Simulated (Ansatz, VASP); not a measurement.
**MgO: VASP beside Ansatz**

Contents of INCAR:

```
SYSTEM = MgO
  PREC = Accurate
  ENCUT = 840
  EDIFF = 1E-6
  ISMEAR = -1
  SIGMA = 0.05
  LREAL = .False.
  LASPH = .True.
  NELM = 120
  ALGO = Normal
  ISIF = 2
  LWAVE = .False.
  LCHARG = .True.
  GGA = PE
  LELF = .True.
  LVHAR = .True.
  NBANDS = 15
  GGA_COMPAT = .False.
```

KPOINTS

```
regular mesh
0
Gamma
  11 11 11
  0 0 0
```

The input POSCAR:

```
MgO
1.0
    0.0000000000      2.1381295086      2.1381295086
    2.1381295086      0.0000000000      2.1381295086
    2.1381295086      2.1381295086      0.0000000000
Mg O
1 1
Direct
    0.0000000000      0.0000000000      0.0000000000
    0.5000000000      0.5000000000      0.5000000000
```

File input.yaml:

```yaml
crystal:
  lattice:
    - [0.0, 2.1381295086, 2.1381295086]
    - [2.1381295086, 0.0, 2.1381295086]
    - [2.1381295086, 2.1381295086, 0.0]
  atoms:
    - { symbol: Mg, position: [0.0, 0.0, 0.0] }
    - { symbol: O, position: [0.5, 0.5, 0.5] }
hamiltonian:
  xc: pbe
  pseudopotentials: { kind: paw, azcp: { folder: soft_1 } }
kpoints:
  mp_grid: { grid: [11, 11, 11] }
scf:
  occupations: { method: fermi_dirac, width: 0.05 }
output:
  forces: true
  stress: true
  eigenvalues: true
```

Alike in both runs: task single point; functional PBE; k mesh 11 × 11 × 11; occupations fermi-dirac, width 0.05 eV; no spin polarisation.

|  | VASP | Ansatz |
| --- | --- | --- |
| version | VASP 6.6.1 | Ansatz 0.2.0 |
| potentials or method | VASP PAW PBE potentials, release 64 (Mg_sv, O) | Ansatz PAW soft_1 |
| plane-wave cutoff (eV) | 840 | 420 |
| valence electrons in the cell | 16 | 16 |

|  | VASP | Ansatz | Ansatz less VASP |
| --- | --- | --- | --- |
| gap on the k mesh at the Fermi level (eV) | 4.31 | 4.32 | +0.007 |
| least direct gap on the mesh (eV) | 4.31 | 4.32 | +0.007 |
| pressure (GPa) | -2.3 | -2.2 | +0.05 |

With one functional, cell and mesh, what is left measures potentials, basis and numerics.

Noted on Ansatz's run: odd divisions of the mesh miss points on the zone boundary, where band edges often lie, so the gap on the mesh can be too wide.
